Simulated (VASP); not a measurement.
Here is a VASP 6.6.1 calculation.

INCAR

```
SYSTEM = Si
ALGO     = Normal         ! electronic algorithm
EDIFF    = 1E-7           ! SCF threshold, eV
ENCUT    = 520            ! plane-wave cutoff, eV
GGA      = CA             ! functional
ISIF     = 2              ! what is computed and relaxed
ISMEAR   = 0              ! smearing method
LASPH    = .TRUE.         ! aspherical terms in the spheres
LCHARG   = .FALSE.        ! write CHGCAR
LREAL    = .FALSE.        ! projectors in reciprocal space
LWAVE    = .FALSE.        ! write WAVECAR
NBANDS   = 11             ! bands
NELM     = 60             ! most SCF steps
PREC     = Accurate       ! precision mode
SIGMA    = 0.05           ! smearing width, eV
```

The input KPOINTS:

```
k-points
0
G
  12 12 12
  0 0 0
```

POSCAR

```
Si
1.0
    0.0000000000      2.8449789856      2.5508081584
    2.8449789856      0.0000000000      2.5508081584
    2.8449789856      2.8449789856      0.0000000000
Si
2
Direct
    0.5000000000      0.5000000000      0.5000000000
    0.7500000000      0.7500000000      0.7500000000
```

Potentials or basis: VASP PAW LDA potentials, release 64 (Si).

Command:

```bash
$ cat potpaw_LDA.64/Si/POTCAR > POTCAR
$ mpirun -np 1 vasp_std > vasp.out
```

Task: Estimate the band gap on the k mesh.

Result: Zero (band 4 reaches 5.92 eV, above the bottom of band 5 at 5.37 eV).

Task: Estimate the pressure.

Result: -4.4 GPa.

Stress tensor (GPa, compression positive):
```
-7.17  0.00  0.00
 0.00 -7.17  0.00
 0.00  0.00  1.06
```
